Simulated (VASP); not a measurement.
Here is a VASP 6.6.1 calculation.

The input INCAR:

```
SYSTEM = PbS
PREC = Accurate ; ENCUT = 600
EDIFF = 1E-6 ; ISMEAR = 0
SIGMA = 0.02 ; LREAL = .FALSE.
LASPH = .TRUE. ; NELM = 100
ALGO = Normal ; ISIF = 3
LWAVE = .FALSE. ; LCHARG = .FALSE.
GGA = PE ; IBRION = 2
NSW = 100 ; EDIFFG = -0.01
```

Contents of KPOINTS:

```
Automatic mesh
0
G
  12 12 12
  0 0 0
```

File POSCAR:

```
PbS
1.0
   -2.1243460720      2.1243460720      3.0047974867
    2.1243460720     -2.1243460720      3.0047974867
    2.1243460720      2.1243460720     -3.0047974867
Pb S
1 1
Direct
    0.5010918958      0.5010918958      0.0000000000
    1.0002734075      1.0002734075      0.0000000000
```

Potentials or basis: VASP PAW PBE potentials, release 64 (Pb_d, S).

Run with:

```console
$ cat potpaw_PBE.64/Pb_d/POTCAR potpaw_PBE.64/S/POTCAR > POTCAR
$ mpirun -np 1 vasp_std > vasp.out
```

(1) Predict the band gap on the k mesh.

## Answers

(1) 0.50 eV.

Caveat: spin-orbit coupling is left out, which moves the levels of the heavy elements.
